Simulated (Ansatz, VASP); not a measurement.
Two plane-wave programs on In

```
In
1.0
    -1.70593    1.70593    2.31259
     1.70593   -1.70593    2.31259
     1.70593    1.70593   -2.31259
In
1
Cartesian
  0.0000 0.0000 0.0000
```

Change from the starting cell: volume scaled by 1.02, PAW files.

Alike in both runs: task electric field gradients; functional PBE; k mesh 17 × 17 × 17; occupations fermi-dirac, width 0.03 eV; no spin polarisation.

|  | VASP | Ansatz |
| --- | --- | --- |
| version | VASP 6.6.1 | Ansatz 0.2.0 |
| potentials or method | VASP PAW PBE potentials, release 64 (In_d) | PAW with Ansatz's default frozen-core files, scalar-relativistic |
| plane-wave cutoff (eV) | 520 | 420 |
| valence electrons in the cell | 13 | 13 |

|  | VASP | Ansatz | Ansatz less VASP |
| --- | --- | --- | --- |
| pressure (GPa) | 0.7 | 0.8 | +0.04 |
| traceless stress, the component that is largest in VASP (GPa) | -0.32 | -0.32 | -0.001 |
| size of Vzz on the site where it differs most (V/Å²) | 6.4 | 6.5 | +0.09 |

The functional is the same, so the differences come from potentials, cutoffs and numerics.
